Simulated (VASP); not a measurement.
Here is a VASP 6.6.1 calculation.

The input INCAR:

```
ALGO = Fast ; EDIFF = 1E-6
ENCUT = 520 ; GGA = CA
ISIF = 2 ; ISMEAR = 0
LASPH = T ; LCHARG = F
LREAL = F ; LWAVE = F
NBANDS = 18 ; NELM = 80
PREC = Accurate ; SIGMA = 0.15
```

Contents of KPOINTS:

```
k-points
0
Gamma
  14 14 14
```

POSCAR

```
InPd
1.0
    3.2718847800      0.0000000000      0.0305921227
    0.0000000000      3.2718847800      0.0000000000
    0.0305921227      0.0000000000      3.2718847800
In Pd
1 1
Direct
    0.0000000000      0.0000000000      0.0000000000
    0.5000000000      0.5000000000      0.5000000000
```

Potentials or basis: VASP PAW LDA potentials, release 64 (In_d, Pd).

Launch:

```bash
$ cat potpaw_LDA.64/In_d/POTCAR potpaw_LDA.64/Pd/POTCAR > POTCAR
$ mpirun -np 1 vasp_std > vasp.out
```

Question: Predict the pressure.

Answer: -6.4 GPa.

Stress tensor (GPa, compression positive):
```
-6.40  0.00 -0.82
 0.00 -6.38  0.00
-0.82  0.00 -6.40
```

Caveat: the cell differs from its parent crystal (strain +0.0187 x Voigt [0, 0, 0, 0, 1, 0]).
